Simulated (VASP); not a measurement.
Mg: single point with PBEsol

Crystal: Mg.

```
CELL_PARAMETERS angstrom
-1.56318 1.56318 1.56318
1.56318 -1.56318 1.56318
1.56318 1.56318 -1.56318
ATOMIC_POSITIONS crystal
Mg 0.00000 0.00000 0.00000
```

This isn't the form of Mg at room conditions, which is hcp.

```yaml
Program: VASP 6.6.1
Task: single point
Functional: PBEsol
Potentials_or_basis: VASP PAW PBE potentials, release 64 (Mg)
Cutoff: 520 eV
k_mesh: 20 × 20 × 20
Occupations: gaussian, width 0.1 eV
Spin: no spin polarisation
```

The pressure is 30.5 GPa and the band gap on the k mesh is zero (bands 1 and 2 overlap by 4.90 eV).

Levels at points of the mesh, in eV from the Fermi level:
| k point | band 1 | band 2 | band 3 | band 4 | band 5 | band 6 |
| --- | --- | --- | --- | --- | --- | --- |
| (0.00, 0.00, 0.00) | -8.97 | 15.92 | 15.92 | 15.92 | 18.45 | 18.45 |
| (0.50, 0.00, 0.00) | -2.16 | -0.96 | 10.09 | 13.01 | 13.12 | 15.39 |
| (0.50, 0.50, 0.50) | 3.94 | 3.94 | 5.26 | 5.26 | 5.26 | 12.72 |

Run time: 24 s on 1 thread of Intel Xeon 8259CL, on a shared host, peak memory 0.14 GiB.

Caveat: the cell stands under pressure; the PAW data sets were made with another functional, which shifts forces and pressure a little.
